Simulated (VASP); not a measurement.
# V (P6_3/mmc) in VASP: a series of runs, part 2 of 2

VASP 6.6.1. Earlier steps stand in the parts before.

## Step 4: Single point, LDA

This run uses another cell than the first one, of 7.48 Å³/atom, 1.349 times its volume.

The input, INCAR:

```
  PREC = Accurate
  ENCUT = 520
  EDIFF = 1E-6
  ISMEAR = -1
  SIGMA = 0.08
  LREAL = F
  LASPH = T
  NELM = 80
  ALGO = Normal
  ISIF = 2
  LWAVE = F
  LCHARG = F
  NBANDS = 20
```

The input, KPOINTS:

```
Automatic mesh
0
Gamma
  18 18 10
```

The input, POSCAR:

```
V
1.0
    2.1054997146      0.0000000000      0.0000000000
   -1.0527498573      1.8234162405      0.0000000000
    0.0000000000      0.0000000000      3.8969660628
V
2
Direct
    0.3333333333      0.6666666667      0.2500000000
    0.6666666667      0.3333333333      0.7500000000
```

Command:

```sh
$ cat potpaw_LDA.64/V_sv/POTCAR > POTCAR
$ mpirun -np 1 vasp_std > vasp.out
```

It took 40 s on 1 thread of Intel Xeon Platinum 8488C (Sapphire Rapids), shared host; peak memory 0.15 GiB.

It converged, with:

| Quantity | Value |
| --- | --- |
| Free energy | -12.8772 eV |
| Pressure | 290.6 GPa |
| Band gap on the k mesh | zero (band 13 reaches 22.49 eV, above the bottom of band 14 at 18.11 eV) |

Stress tensor (GPa, compression positive):
```
292.62   0.00   0.00
  0.00 292.62   0.00
  0.00   0.00 286.45
```

Levels at points of the mesh, in eV from the Fermi level:
| k point | band 10 | band 11 | band 12 | band 13 | band 14 | band 15 | band 16 | band 17 |
| --- | --- | --- | --- | --- | --- | --- | --- | --- |
| (0.00, 0.00, 0.00) | -5.10 | -2.34 | -0.26 | -0.26 | 0.44 | 0.44 | 2.73 | 3.24 |
| (0.50, 0.00, 0.00) | -6.62 | -5.08 | -1.47 | 0.34 | 0.44 | 1.69 | 5.69 | 7.26 |
| (0.00, 0.00, 0.50) | -4.37 | -2.03 | -2.03 | -0.15 | -0.15 | -0.15 | -0.15 | 4.73 |
| (0.50, 0.00, 0.50) | -6.74 | -4.88 | -4.88 | 2.66 | 2.66 | 4.19 | 4.19 | 7.39 |

## Step 5: Single point, LDA

The input, INCAR:

```
SYSTEM = V
  PREC = Accurate
  ENCUT = 520
  EDIFF = 1E-7
  ISMEAR = -1
  SIGMA = 0.08
  LREAL = .FALSE.
  LASPH = .TRUE.
  NELM = 80
  ALGO = Normal
  ISIF = 2
  LWAVE = .FALSE.
  LCHARG = .FALSE.
  NBANDS = 20
```

The input, KPOINTS:

```
Automatic mesh
0
G
  18 18 10
  0 0 0
```

POSCAR is that of step 4.

Potentials or basis: VASP PAW LDA potentials, release 64 (V_sv).

Command:

```sh
$ cat potpaw_LDA.64/V_sv/POTCAR > POTCAR
$ mpirun -np 1 vasp_std > vasp.out
```

OUTCAR:

```text
SYSTEM = V
   PREC = Accurate
   ENCUT = 520
   EDIFF = 1E-7
   ISMEAR = -1
   LREAL = .FALSE.
   LASPH = .TRUE.
   NELM = 80
   ISIF = 2

 ion  position               nearest neighbor table
   1  0.333  0.667  0.250-   2 2.30   2 2.30   2 2.30   2 2.30   2 2.30   2 2.30
   2  0.667  0.333  0.750-   1 2.30   1 2.30   1 2.30   1 2.30   1 2.30   1 2.30

  LATTYP: Found a hexagonal cell.
 ALAT       =     2.1054997146
 C/A-ratio  =     1.8508509100

  Lattice vectors:

 A1 = (   2.1054997146,   0.0000000000,   0.0000000000)
 A2 = (  -1.0527498573,   1.8234162405,   0.0000000000)
 A3 = (   0.0000000000,   0.0000000000,   3.8969660628)

Analysis of symmetry for initial positions (statically):
=====================================================================
 Subroutine PRICEL returns:
 Original cell was already a primitive cell.

 Routine SETGRP: Setting up the symmetry group for a
 hexagonal supercell.

 Subroutine GETGRP returns: Found 24 space group operations
 (whereof 12 operations were pure point group operations)
 out of a pool of 24 trial point group operations.

The static configuration has the point symmetry D_3d.
 The point group associated with its full space group is D_6h.

Analysis of symmetry for dynamics (positions and initial velocities):
=====================================================================
 Subroutine PRICEL returns:
 Original cell was already a primitive cell.

 Routine SETGRP: Setting up the symmetry group for a
 hexagonal supercell.

 Subroutine GETGRP returns: Found 24 space group operations
 (whereof 12 operations were pure point group operations)
 out of a pool of 24 trial point group operations.

The dynamic configuration has the point symmetry D_3d.
 The point group associated with its full space group is D_6h.

 Subroutine INISYM returns: Found 24 space group operations
[... 110 lines left out ...]
   EMIN   =  10.00;   EMAX   =-10.00  energy-range for DOS
   EFERMI =   0.00;   METHOD = LEGACY
   ISMEAR =    -1;   SIGMA  =   0.08  broadening in eV -4-tet -1-fermi 0-gaus
   EFERMI_NEDOS =   21; number of points for ismear=-14 and -15
   IALGO  =     38    algorithm
   IMIX   =      4    mixing-type and parameters
     AMIX     =   0.40;   BMIX     =  1.00
     AMIX_MAG =   1.60;   BMIX_MAG =  1.00
  volume/ion in A,a.u.               =       7.48        50.48
  Fermi-wavevector in a.u.,A,eV,Ry     =   1.968234  3.719423 52.708224  3.873945
  Thomas-Fermi vector in A             =   2.991522
   LORBIT       =      0    0 simple, 1 ext, 2 COOP (PROOUT), +10 PAW based schemes
   GGA     = CA    functional components
   LHFCALC =     F    Hartree Fock is set to
   AEXX    =    0.0000 exact exchange contribution
   IVDW    =     0    specifies the selected vdW correction
   LEPSILON=     F    determine dielectric tensor
   LRPA    =     F    only Hartree local field effects (RPA)
 non-spin polarized calculation
  energy-cutoff  :      520.00
  volume of cell :       14.96
 maximum number of plane-waves:       418
 NGX is ok and might be reduce to    16

 number of electron      26.0000005 magnetization

 Free energy of the ion-electron system (eV)
  ---------------------------------------------------
  ext. energy  EPLUGINS =         0.00000000
  ---------------------------------------------------
  free energy    TOTEN  =       -12.87721168 eV

  energy without entropy =      -12.84162185  energy(sigma->0) =      -12.85941677

 E-fermi :  19.7146     XC(G=0): -16.7819

 val. band max:       19.6951056177   @ k =   0.2222   0.0556   0.4000
 cond. band min:      19.7209047771   @ k =   0.2778   0.1111   0.3000
 fundamental gap:      0.0257991594
 Fermi energy:        19.7146459430

 k-point     1 :       0.0000    0.0000    0.0000
  band No.  band energies     occupation
      1     -44.6866      2.00000
      2     -43.6293      2.00000
      3     -20.2066      2.00000
      4     -16.2271      2.00000
      5     -15.4931      2.00000
      6     -15.4931      2.00000
[... 541 lines left out ...]
     19      30.0608      0.00000
     20      35.1844      0.00000

 [... further k-points ...]

------------------------ aborting loop because EDIFF is reached ----------------------------------------

  FORCE on cell =-STRESS in cart. coord.  units (eV):
  Direction    XX          YY          ZZ          XY          YZ          ZX
  --------------------------------------------------------------------------------------
  -------------------------------------------------------------------------------------
  Total       27.3217294     27.3217294     26.7433497      0.0000000     -0.0000000      0.0000000
  in kB     2925.8438117   2925.8438117   2863.9059787      0.0000000     -0.0000000      0.0000000
  external PRESSURE =    2905.1978674 kB  Pullay stress =       0.0000000 kB

 VOLUME and BASIS-vectors are now :
 -----------------------------------------------------------------------------
  energy-cutoff  :      520.00
  volume of cell :       14.96
      direct lattice vectors                 reciprocal lattice vectors
     2.105499715  0.000000000  0.000000000     0.474946633  0.274210566  0.000000000
    -1.052749857  1.823416241  0.000000000     0.000000000  0.548421133  0.000000000
     0.000000000  0.000000000  3.896966063     0.000000000  0.000000000  0.256609882

 POSITION                                       TOTAL-FORCE (eV/Angst)
 -----------------------------------------------------------------------------------
     -0.00000      1.21561      0.97424        -0.000000      0.000000      0.000000
      1.05275      0.60781      2.92272         0.000000     -0.000000      0.000000
 -----------------------------------------------------------------------------------
    total drift:                               -0.000000      0.000000     -0.000000

  FREE ENERGIE OF THE ION-ELECTRON SYSTEM (eV)
  ---------------------------------------------------
  free  energy   TOTEN  =       -12.8772116821 eV

  energy  without entropy=      -12.8416218538  energy(sigma->0) =      -12.85941677
```

Run time: 44 s. Hardware: 1 thread of Intel Xeon Platinum 8488C (Sapphire Rapids), shared host; peak memory 0.16 GiB.

Results:

- Free energy: -12.8772 eV
- Pressure: 290.5 GPa
- Band gap on the k mesh: zero (band 13 reaches 22.49 eV, above the bottom of band 14 at 18.11 eV)

## Step 6: Single point, LDA

This run uses another cell than the first one, of 8.77 Å³/atom, 1.581 times its volume.

The input, INCAR:

```
PREC = Accurate
ENCUT = 520
EDIFF = 1E-6
ISMEAR = -1
SIGMA = 0.08
LREAL = False
LASPH = True
NELM = 80
ALGO = Normal
ISIF = 2
LWAVE = False
LCHARG = False
GGA = CA
NBANDS = 20
```

The input, KPOINTS:

```
Automatic mesh
0
Gamma
  18 18 10
```

The input, POSCAR:

```
V
1.0
    2.2233973548      0.0000000000      0.0000000000
   -1.1116986774      1.9255185919      0.0000000000
    0.0000000000      0.0000000000      4.0971677668
V
2
Direct
    0.3333333333      0.6666666667      0.2500000000
    0.6666666667      0.3333333333      0.7500000000
```

Potentials or basis: VASP PAW LDA potentials, release 64 (V_sv).

Command:

```sh
$ cat potpaw_LDA.64/V_sv/POTCAR > POTCAR
$ mpirun -np 1 vasp_std > vasp.out
```

It took 66 s on 1 thread of Intel Xeon Platinum 8488C (Sapphire Rapids), shared host; peak memory 0.17 GiB.

Results (log left out):

* Free energy: -16.3684 eV
* Pressure: 156.1 GPa
* Band gap on the k mesh: zero (band 13 reaches 19.08 eV, above the bottom of band 14 at 15.30 eV)

Stress tensor (GPa, compression positive):
```
156.89   0.00   0.00
  0.00 156.89   0.00
  0.00   0.00 154.63
```

Levels at points of the mesh, in eV from the Fermi level:
| k point | band 10 | band 11 | band 12 | band 13 | band 14 | band 15 | band 16 | band 17 |
| --- | --- | --- | --- | --- | --- | --- | --- | --- |
| (0.00, 0.00, 0.00) | -4.65 | -1.70 | 0.05 | 0.05 | 0.63 | 0.63 | 1.44 | 2.90 |
| (0.50, 0.00, 0.00) | -5.29 | -4.34 | -1.06 | 0.45 | 0.56 | 1.03 | 4.92 | 6.15 |
| (0.00, 0.00, 0.50) | -4.81 | -1.90 | -1.90 | 0.14 | 0.14 | 0.14 | 0.14 | 4.12 |
| (0.50, 0.00, 0.50) | -5.58 | -3.77 | -3.77 | 2.46 | 2.46 | 3.43 | 3.43 | 6.25 |

## Step 7: Overview

| cell | gap on the mesh (eV) | pressure (GPa) |
| --- | --- | --- |
| a = 2.016, b = 2.016, c = 3.665 Å, angles 90.0, 90.0, 120.0°, 2 atoms | none | 478.6 |
| a = 2.105, b = 2.105, c = 3.897 Å, angles 90.0, 90.0, 120.0°, 2 atoms | none | 290.5 |
| a = 2.223, b = 2.223, c = 4.097 Å, angles 90.0, 90.0, 120.0°, 2 atoms | none | 156.1 |

Alike in all rows: task single point; level LDA; potentials or basis VASP PAW LDA potentials, release 64 (V_sv); no spin polarisation; k mesh 18 × 18 × 10; cutoff (eV) 520; smearing fermi-dirac 0.08 eV.

Total energies depend on the potentials used, so only differences within one code and one set of settings carry meaning.
